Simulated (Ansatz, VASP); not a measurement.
## One calculation of Au, two programs

```
Au
1.0
     2.84200    0.00000    0.00000
    -1.42100    2.46124    0.00000
     0.00000    0.00000    4.88000
Au
2
Direct
  0.33333 0.66667 0.75000
  0.66667 0.33333 0.25000
```

Change from the starting cell: equal xx and yy strain of -2 %, PAW files.

Alike in both runs: task electric field gradients; functional LDA; k mesh 14 × 14 × 8; occupations fermi-dirac, width 0.03 eV; no spin polarisation.

|  | VASP | Ansatz |
| --- | --- | --- |
| version | VASP 6.6.1 | Ansatz 0.2.0 |
| potentials or method | VASP PAW LDA potentials, release 64 (Au) | PAW with Ansatz's default frozen-core files, scalar-relativistic |
| plane-wave cutoff (eV) | 520 | 420 |
| valence electrons in the cell | 22 | 38 |

Ansatz gave:

* pressure (GPa): -4.7
* traceless stress, the component that is largest in VASP (GPa): -0.49
* size of Vzz on the site where it differs most (V/Å²): 9.6

Problem. Which values does VASP return?

Solution. Pressure (GPa): -4.3; traceless stress, the component that is largest in VASP (GPa): -0.67; size of Vzz on the site where it differs most (V/Å²): 36.9.

LDA's correlation is that of Perdew and Zunger in VASP and of Perdew and Wang (1992) in Ansatz. VASP's potentials hold 22 valence electrons a cell and Ansatz's 38, so a difference there can come from the potentials and not from the codes.

Spin-orbit coupling is off throughout.
